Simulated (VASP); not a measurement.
A run of VASP 6.6.1:

Contents of INCAR:

```
SYSTEM = Mo
PREC = Accurate ; ENCUT = 520
EDIFF = 1E-7 ; ISMEAR = -1
SIGMA = 0.1 ; LREAL = .FALSE.
LASPH = .TRUE. ; NELM = 100
ALGO = Normal ; ISIF = 2
LWAVE = .FALSE. ; LCHARG = .FALSE.
GGA = RP ; NBANDS = 13
```

The input KPOINTS:

```
regular mesh
0
G
  15 15 15
  0 0 0
```

POSCAR

```
Mo
1.0
    0.0000000000      2.0375608718      2.0375608718
    2.0375608718      0.0000000000      2.0375608718
    2.0375608718      2.0375608718      0.0000000000
Mo
1
Direct
    0.0000000000      0.0000000000      0.0000000000
```

Potentials or basis: VASP PAW PBE potentials, release 64 (Mo_sv).

Launch:

```console
$ cat potpaw_PBE.64/Mo_sv/POTCAR > POTCAR
$ mpirun -np 1 vasp_std > vasp.out
```

Hardware: 1 thread of Intel(R) Xeon(R) Platinum 8259CL CPU @ 2.50GHz (Skylake/Cascade Lake) (shared host).

Problem. How long does it take, and how much memory?

Solution. It took 21 s on 1 thread of Intel(R) Xeon(R) Platinum 8259CL CPU @ 2.50GHz (Skylake/Cascade Lake), with other jobs on the host, peak memory 0.15 GiB. Counts: scf iterations 13, k points 120.
